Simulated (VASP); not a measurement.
Here is a VASP 6.6.1 calculation.

File INCAR:

```
SYSTEM = GaN
  PREC = Accurate
  ENCUT = 910
  EDIFF = 1E-6
  ISMEAR = -1
  SIGMA = 0.05
  LREAL = .FALSE.
  LASPH = .TRUE.
  NELM = 120
  ALGO = Normal
  ISIF = 2
  LWAVE = .FALSE.
  LCHARG = .FALSE.
  GGA = CA
  NBANDS = 16
  GGA_COMPAT = .FALSE.
```

KPOINTS

```
Automatic mesh
0
G
  11 11 11
  0 0 0
```

File POSCAR:

```
GaN
1.0
    0.0000000000      2.1352350000      2.1352350000
    2.1352350000      0.0000000000      2.1352350000
    2.1352350000      2.1352350000      0.0000000000
Ga N
1 1
Direct
    0.0000000000      0.0000000000      0.0000000000
    0.5000000000      0.5000000000      0.5000000000
```

Potentials or basis: VASP PAW LDA potentials, release 64 (Ga_d, N_h).

The run is started by

```sh
$ cat potpaw_LDA.64/Ga_d/POTCAR potpaw_LDA.64/N_h/POTCAR > POTCAR
$ mpirun -np 1 vasp_std > vasp.out
```

Predict the pressure.

-12.8 GPa.

What does it give for the band gap on the k mesh?

0.37 eV, indirect (least direct gap 2.45 eV).

Caveat: the cutoff is under 1.25 times the usual one of these potentials, so pressure, stress and relaxed cells hold a basis-set (Pulay) error. A k mesh can miss the band edges.
